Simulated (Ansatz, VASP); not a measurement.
## Two plane-wave programs on Sc3C

```
Sc C
1.0
     4.01371    0.00000    0.00000
     0.00000    4.01371    0.00000
     0.00000    0.00000    4.01371
Sc C
3 1
Direct
  0.00000 0.50000 0.50000
  0.50000 0.00000 0.50000
  0.50000 0.50000 0.00000
  0.00000 0.00000 0.00000
```

Alike in both runs: functional PBE; k mesh 12 × 12 × 12; occupations gaussian, width 0.1 eV; no spin polarisation.

Ansatz relaxed the structure, and its values are those at the end. VASP's run is a single point on that final structure, the one shown.

```csv
,VASP,Ansatz
version,VASP 6.6.1,Ansatz 0.2.0
potentials or method,"VASP PAW PBE potentials, release 64 (Sc_sv, C), cutoff 520 eV","scalar-relativistic, plane waves, PAW"
valence electrons in the cell,37,37
```

|  | VASP | Ansatz | Ansatz less VASP |
| --- | --- | --- | --- |
| gap on the k mesh at the Fermi level (eV) | none | none | - |
| pressure (GPa) | 0.2 | 0.0 | -0.23 |

A gap of «none» marks a metal or a gap that the smearing closes.
